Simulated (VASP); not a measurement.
A run of VASP 6.6.1:

Contents of INCAR:

```
SYSTEM = TiC
ALGO     = Normal         ! electronic algorithm
EDIFF    = 1E-6           ! SCF threshold, eV
ENCUT    = 520            ! plane-wave cutoff, eV
GGA      = PE             ! functional
ISIF     = 2              ! what is computed and relaxed
ISMEAR   = 0              ! smearing method
LASPH    = .True.         ! aspherical terms in the spheres
LCHARG   = .False.        ! write CHGCAR
LREAL    = .False.        ! projectors in reciprocal space
LWAVE    = .False.        ! write WAVECAR
NBANDS   = 24             ! bands
NELM     = 100            ! most SCF steps
PREC     = Accurate       ! precision mode
SIGMA    = 0.1            ! smearing width, eV
```

The input KPOINTS:

```
k-points
0
Gamma
  6 6 4
  0 0 0
```

File POSCAR:

```
TiC
1.0
    3.1597824960      0.0000000000      0.0000000000
   -1.5798912480      2.7364519120      0.0000000000
    0.0000000000      0.0000000000      4.6978403662
Ti C
2 2
Direct
    0.6666666667      0.3333333333      0.7500000000
    0.3333333333      0.6666666667      0.2500000000
    0.0000000000      0.0000000000      0.0000000000
    0.0000000000      0.0000000000      0.5000000000
```

Potentials or basis: VASP PAW PBE potentials, release 64 (Ti_sv, C).

Run with:

```sh
$ cat potpaw_PBE.64/Ti_sv/POTCAR potpaw_PBE.64/C/POTCAR > POTCAR
$ mpirun -np 1 vasp_std > vasp.out
```

Hardware: 1 thread of Intel(R) Xeon(R) Platinum 8259CL CPU @ 2.50GHz (Skylake/Cascade Lake), on a shared host.

Estimate the wall time of this run.

It took 18 s on 1 thread of Intel(R) Xeon(R) Platinum 8259CL CPU @ 2.50GHz (Skylake/Cascade Lake), on a shared host, peak memory 0.15 GiB. Counts: scf iterations 16, k points 21.
